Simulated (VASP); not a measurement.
# Au (P6/mmm) in VASP: further runs

The runs below take Au through single point, with LDA.

Program: VASP 6.6.1. These are calculated values, not measurements. Logs are shortened: lines on timing, memory, paths and dates and some standing lists are left out, and cuts for length are marked.

**1. The cell of the first run**

Symmetry: P6/mmm, No. 191, hexagonal system. The conventional cell has a = 4.419 Å, b = 4.419 Å, c = 2.640 Å, α = 90.00°, β = 90.00°, γ = 120.00°. Au (site symmetry 6/mmm) has 14 Au at 2.64 to 2.87 Å within 3.5 Å. Within 3.4 Å of Au (site symmetry -6m2) lie 11 Au at 2.55 to 2.87 Å.

This isn't the form of Au at room conditions, which is fcc.

**2. Single point, LDA (14.88 Å³/atom)**

INCAR reads:

```
PREC = Accurate
ENCUT = 520
EDIFF = 1E-6
ISMEAR = -1
SIGMA = 0.1
LREAL = False
LASPH = True
NELM = 80
ALGO = Normal
ISIF = 2
LWAVE = False
LCHARG = False
GGA = CA
NBANDS = 24
```

KPOINTS reads:

```
Automatic mesh
0
Gamma
  11 11 15
```

POSCAR reads:

```
Au
1.0
    4.4193523672      0.0000000000      0.0000000000
   -2.2096761836      3.8272714182      0.0000000000
    0.0000000000      0.0000000000      2.6397141771
Au
3
Direct
    1.0000000000      1.0000000000      0.0000000000
    0.3333333333      0.6666666667      0.5000000000
    0.6666666667      0.3333333333      0.5000000000
```

Potentials or basis: VASP PAW LDA potentials, release 64 (Au).

Started as:

```sh
$ cat potpaw_LDA.64/Au/POTCAR > POTCAR
$ mpirun -np 1 vasp_std > vasp.out
```

OUTCAR:

```text
PREC = Accurate
   ENCUT = 520
   EDIFF = 1E-6
   ISMEAR = -1
   LREAL = False
   LASPH = True
   NELM = 80
   ISIF = 2
   GGA = CA

 ion  position               nearest neighbor table
   1  0.000  0.000  0.000-   2 2.87   3 2.87   2 2.87   3 2.87   2 2.87   2 2.87   3 2.87   3 2.87
                             3 2.87   3 2.87   2 2.87   2 2.87
   2  0.333  0.667  0.500-   3 2.55   3 2.55   3 2.55   1 2.87   1 2.87   1 2.87   1 2.87   1 2.87
                             1 2.87
   3  0.667  0.333  0.500-   2 2.55   2 2.55   2 2.55   1 2.87   1 2.87   1 2.87   1 2.87   1 2.87
                             1 2.87

  LATTYP: Found a hexagonal cell.
 ALAT       =     4.4193523672
 C/A-ratio  =     0.5973079216

  Lattice vectors:

 A1 = (   4.4193523672,   0.0000000000,   0.0000000000)
 A2 = (  -2.2096761836,   3.8272714182,   0.0000000000)
 A3 = (   0.0000000000,   0.0000000000,   2.6397141771)

Analysis of symmetry for initial positions (statically):
=====================================================================
 Subroutine PRICEL returns:
 Original cell was already a primitive cell.

 Routine SETGRP: Setting up the symmetry group for a
 hexagonal supercell.

 Subroutine GETGRP returns: Found 24 space group operations
 (whereof 24 operations were pure point group operations)
 out of a pool of 24 trial point group operations.

The static configuration has the point symmetry D_6h.

Analysis of symmetry for dynamics (positions and initial velocities):
=====================================================================
 Subroutine PRICEL returns:
 Original cell was already a primitive cell.

 Routine SETGRP: Setting up the symmetry group for a
 hexagonal supercell.

 Subroutine GETGRP returns: Found 24 space group operations
 (whereof 24 operations were pure point group operations)
 out of a pool of 24 trial point group operations.

The dynamic configuration has the point symmetry D_6h.

 Subroutine INISYM returns: Found 24 space group operations
 (whereof 24 operations are pure point group operations),
 and found     1 'primitive' translations

----------------------------------------------------------------------------------------

                                     Primitive cell

  volume of cell :      44.6483

  direct lattice vectors                    reciprocal lattice vectors
     4.419352367  0.000000000  0.000000000     0.226277499  0.130641375  0.000000000
    -2.209676184  3.827271418  0.000000000     0.000000000  0.261282750  0.000000000
     0.000000000  0.000000000  2.639714177     0.000000000  0.000000000  0.378828893

  length of vectors
     4.419352367  4.419352367  2.639714177     0.261282750  0.261282750  0.378828893

  position of ions in fractional coordinates (direct lattice)
     0.000000000  0.000000000  0.000000000
     0.333333333  0.666666667  0.500000000
     0.666666667  0.333333333  0.500000000

  ion indices of the primitive-cell ions
   primitive index   ion index
                 1           1
                 2           2
                 3           3

----------------------------------------------------------------------------------------

 KPOINTS: Automatic mesh

Automatic generation of k-mesh.
 Grid dimensions read from file:
 generate k-points for:   11   11   15

 Generating k-lattice:

  Cartesian coordinates                     Fractional coordinates (reciprocal lattice)
     0.020570682  0.011876489  0.000000000     0.090909091  0.000000000  0.000000000
     0.000000000  0.023752977  0.000000000     0.000000000  0.090909091  0.000000000
     0.000000000  0.000000000  0.025255260     0.000000000  0.000000000  0.066666667

  Length of vectors
     0.023752977  0.023752977  0.025255260

  Shift w.r.t. Gamma in fractional coordinates (k-lattice)
     0.000000000  0.000000000  0.000000000

 Subroutine IBZKPT returns following result:
 ===========================================

 Found    128 irreducible k-points:

 Following reciprocal coordinates:
            Coordinates               Weight
  0.000000  0.000000  0.000000      1.000000
  0.090909 -0.000000  0.000000      6.000000
  0.181818 -0.000000  0.000000      6.000000
  0.272727  0.000000  0.000000      6.000000
  0.363636 -0.000000  0.000000      6.000000
  0.454545 -0.000000  0.000000      6.000000
[... 16 lines left out ...]
  0.090909  0.090909  0.066667     12.000000
  0.181818  0.090909  0.066667     24.000000
 [... further k-points ...]
   k-points           NKPTS =    128   k-points in BZ     NKDIM =    128   number of bands    NBANDS=     24
   number of dos      NEDOS =    301   number of ions     NIONS =      3
   total plane-waves  NPLWV =  25920
   dimension x,y,z NGX =    36 NGY =   36 NGZ =   20
   dimension x,y,z NGXF=    72 NGYF=   72 NGZF=   40
   ions per type =               3
   NGX,Y,Z   is equivalent  to a cutoff of  13.54, 13.54, 12.60 a.u.
   NGXF,Y,Z  is equivalent  to a cutoff of  27.08, 27.08, 25.19 a.u.
 SYSTEM =  unknown system
   PREC   = accura    normal or accurate (medium, high low for compatibility)
   ISTART =      0    job   : 0-new  1-cont  2-samecut
   ICHARG =      2    charge: 1-file 2-atom 10-const
   ISPIN  =      1    spin polarized calculation?
   LNONCOLLINEAR =      F non collinear calculations
   LSORBIT =      F    spin-orbit coupling
   LASPH  =      T    aspherical Exc in radial PAW
   ENCUT  =  520.0 eV  38.22 Ry    6.18 a.u.   8.22  8.22  4.91*2*pi/ulx,y,z
   NELM   =     80;   NELMIN=  2; NELMDL= -5     # of ELM steps
   EDIFF  = 0.1E-05   stopping-criterion for ELM
   LREAL  =      F    real-space projection
   EDIFFG = 0.1E-04   stopping-criterion for IOM
   NSW    =      0    number of steps for IOM
   IBRION =     -1    ionic relax: 0-MD 1-quasi-New 2-CG
   NFREE  =      0    steps in history (QN), initial steepest desc. (CG)
   ISIF   =      2    stress and relaxation
   ISYM   =      2    0-nonsym 1-usesym 2-fastsym
   POTIM  = 0.5000    time-step for ionic-motion
   TEBEG  =    0.0;   TEEND  =   0.0 temperature during run
   PSTRESS=    0.0 pullay stress
   NELECT =      33.0000    total number of electrons
   NUPDOWN=      -1.0000    fix difference up-down
   EMIN   =  10.00;   EMAX   =-10.00  energy-range for DOS
   EFERMI =   0.00;   METHOD = LEGACY
   ISMEAR =    -1;   SIGMA  =   0.10  broadening in eV -4-tet -1-fermi 0-gaus
   EFERMI_NEDOS =   21; number of points for ismear=-14 and -15
   IALGO  =     38    algorithm
   IMIX   =      4    mixing-type and parameters
     AMIX     =   0.40;   BMIX     =  1.00
     AMIX_MAG =   1.60;   BMIX_MAG =  1.00
  volume/ion in A,a.u.               =      14.88       100.43
  Fermi-wavevector in a.u.,A,eV,Ry     =   1.480169  2.797113 29.808995  2.190899
  Thomas-Fermi vector in A             =   2.594236
   LORBIT       =      0    0 simple, 1 ext, 2 COOP (PROOUT), +10 PAW based schemes
   GGA     = CA    functional components
   LHFCALC =     F    Hartree Fock is set to
   AEXX    =    0.0000 exact exchange contribution
   IVDW    =     0    specifies the selected vdW correction
   LEPSILON=     F    determine dielectric tensor
   LRPA    =     F    only Hartree local field effects (RPA)
 non-spin polarized calculation
  energy-cutoff  :      520.00
  volume of cell :       44.65
 maximum number of plane-waves:      1222
 NGX is ok and might be reduce to    36
   NGX = 17   NGY = 17   NGZ =  9

 number of electron      33.0000003 magnetization

 Free energy of the ion-electron system (eV)
  ---------------------------------------------------
  ext. energy  EPLUGINS =         0.00000000
  ---------------------------------------------------
  free energy    TOTEN  =       -12.52326022 eV

  energy without entropy =      -12.49478482  energy(sigma->0) =      -12.50902252

 E-fermi :  11.7722     XC(G=0): -13.7692

 val. band max:       11.7612296774   @ k =   0.3636  -0.0000   0.2667
 cond. band min:      11.7808041591   @ k =   0.4545  -0.0000   0.4000
 fundamental gap:      0.0195744817
 Fermi energy:        11.7721887653

 k-point     1 :       0.0000    0.0000    0.0000
  band No.  band energies     occupation
      1       0.3229      2.00000
      2       3.4323      2.00000
      3       5.0440      2.00000
      4       5.6384      2.00000
      5       5.7029      2.00000
      6       5.7029      2.00000
[... 16 lines left out ...]
     23      23.7909      0.00000
     24      27.7206      0.00000

 k-point     2 :       0.0909   -0.0000    0.0000
  band No.  band energies     occupation
      1       0.4377      2.00000
      2       3.4626      2.00000
      3       4.8944      2.00000
      4       5.2181      2.00000
      5       5.3781      2.00000
      6       5.6390      2.00000
[... 16 lines left out ...]
     23      24.0229      0.00000
     24      27.7442      0.00000

 k-point     3 :       0.1818   -0.0000    0.0000
  band No.  band energies     occupation
      1       0.7735      2.00000
      2       3.5306      2.00000
      3       4.4214      2.00000
      4       4.8867      2.00000
      5       5.1342      2.00000
      6       5.5620      2.00000
[... 16 lines left out ...]
     23      24.6865      0.00000
     24      27.4643      0.00000

 k-point     4 :       0.2727    0.0000    0.0000
  band No.  band energies     occupation
      1       1.3025      2.00000
      2       3.4978      2.00000
      3       4.0419      2.00000
      4       4.6182      2.00000
      5       5.0072      2.00000
      6       5.4100      2.00000
[... 16 lines left out ...]
     23      25.7029      0.00000
     24      26.9258      0.00000

 k-point     5 :       0.3636   -0.0000    0.0000
  band No.  band energies     occupation
      1       1.9702      2.00000
      2       3.2432      2.00000
      3       3.8744      2.00000
      4       4.4683      2.00000
      5       4.9728      2.00000
      6       5.1805      2.00000
[... 451 lines left out ...]
 k-point    22 :       0.4545   -0.0000    0.0667
  band No.  band energies     occupation
      1       2.7830      2.00000
      2       3.1772      2.00000
      3       3.5651      2.00000
      4       4.6866      2.00000
      5       4.9702      2.00000
      6       4.9773      2.00000
[... 16 lines left out ...]
     23      25.3581      0.00000
     24      26.2263      0.00000

 k-point    23 :       0.0909    0.0909    0.0667
  band No.  band energies     occupation
      1       0.7875      2.00000
      2       3.6547      2.00000
      3       4.7159      2.00000
      4       4.7896      2.00000
      5       5.2918      2.00000
      6       5.7156      2.00000
[... 16 lines left out ...]
     23      23.8527      0.00000
     24      27.6730      0.00000

 k-point    24 :       0.1818    0.0909    0.0667
  band No.  band energies     occupation
      1       1.2161      2.00000
      2       3.6915      2.00000
      3       4.2538      2.00000
      4       4.5321      2.00000
      5       5.1673      2.00000
      6       5.6521      2.00000
[... 16 lines left out ...]
     23      24.6168      0.00000
     24      27.2450      0.00000

 [... further k-points ...]
[... 5 lines left out ...]
  --------------------------------------------------------------------------------------
  -------------------------------------------------------------------------------------
  Total        9.7216388      9.7216388      9.4323266      0.0000000     -0.0000000      0.0000000
  in kB      348.8552524    348.8552524    338.4734551      0.0000000     -0.0000000      0.0000000
  external PRESSURE =     345.3946533 kB  Pullay stress =       0.0000000 kB

 VOLUME and BASIS-vectors are now :
 -----------------------------------------------------------------------------
  energy-cutoff  :      520.00
  volume of cell :       44.65
      direct lattice vectors                 reciprocal lattice vectors
     4.419352367  0.000000000  0.000000000     0.226277499  0.130641375  0.000000000
    -2.209676184  3.827271418  0.000000000     0.000000000  0.261282750  0.000000000
     0.000000000  0.000000000  2.639714177     0.000000000  0.000000000  0.378828893

 POSITION                                       TOTAL-FORCE (eV/Angst)
 -----------------------------------------------------------------------------------
      0.00000      0.00000      0.00000         0.000000      0.000000      0.000000
     -0.00000      2.55151      1.31986        -0.000000     -0.000000     -0.000000
      2.20968      1.27576      1.31986         0.000000      0.000000      0.000000
 -----------------------------------------------------------------------------------
    total drift:                                0.000000      0.000000     -0.000000

  FREE ENERGIE OF THE ION-ELECTRON SYSTEM (eV)
  ---------------------------------------------------
  free  energy   TOTEN  =       -12.5232602168 eV

  energy  without entropy=      -12.4947848201  energy(sigma->0) =      -12.50902252
```

Wall time 37 s (1 thread of Intel Xeon 6975P-C (Granite Rapids), shared host); peak memory 0.22 GiB.

Results:

| Property | Result |
| --- | --- |
| Free energy | -12.5233 eV |
| Pressure | 34.5 GPa |
| Band gap on the k mesh | zero (an odd number of electrons rules out a gap without spin polarisation) |

Caveat: the cell stands under pressure; spin-orbit coupling is left out, which moves the levels of the heavy elements.

**3. Single point, LDA (15.56 Å³/atom)**

This run uses another cell than the first one, of 15.56 Å³/atom.

INCAR reads:

```
SYSTEM = Au
PREC = Accurate
ENCUT = 520
EDIFF = 1E-6
ISMEAR = -1
SIGMA = 0.1
LREAL = .FALSE.
LASPH = .TRUE.
NELM = 100
ALGO = Normal
ISIF = 2
LWAVE = .FALSE.
LCHARG = .TRUE.
GGA = CA
LELF = .TRUE.
LVHAR = .TRUE.
NBANDS = 24
```

KPOINTS reads:

```
regular mesh
0
G
  11 11 15
  0 0 0
```

POSCAR reads:

```
Au
1.0
    4.4853225763      0.0000000000      0.0000000000
   -2.2426612882      3.8844032952      0.0000000000
    0.0000000000      0.0000000000      2.6791187056
Au
3
Direct
    1.0000000000      1.0000000000      0.0000000000
    0.3333333333      0.6666666667      0.5000000000
    0.6666666667      0.3333333333      0.5000000000
```

Potentials or basis: VASP PAW LDA potentials, release 64 (Au).

Started as:

```sh
$ cat potpaw_LDA.64/Au/POTCAR > POTCAR
$ mpirun -np 1 vasp_std > vasp.out
```

Wall time 36 s (1 thread of Intel Xeon 6975P-C (Granite Rapids), shared host); peak memory 0.22 GiB.

The run converged. Its results:

```
Free energy            : -12.8668 eV
Pressure               : 20.1 GPa
Band gap on the k mesh : zero (an odd number of electrons rules out a gap without spin polarisation)
```

Stress tensor (GPa, compression positive):
```
20.41  0.00  0.00
 0.00 20.41  0.00
 0.00  0.00 19.35
```

Levels at points of the mesh, in eV from the Fermi level:
```
           k point  band 13  band 14  band 15  band 16  band 17  band 18  band 19  band 20
(0.00, 0.00, 0.00)    -3.78    -3.78    -1.82    -1.82     3.30     4.25     5.64     5.64
```

Caveat: the cell stands under pressure; spin-orbit coupling is left out, which moves the levels of the heavy elements.

(Continued in part 2 of 2.)

The gap in the log of VASP goes by the Fermi energy; the results here count the filled bands.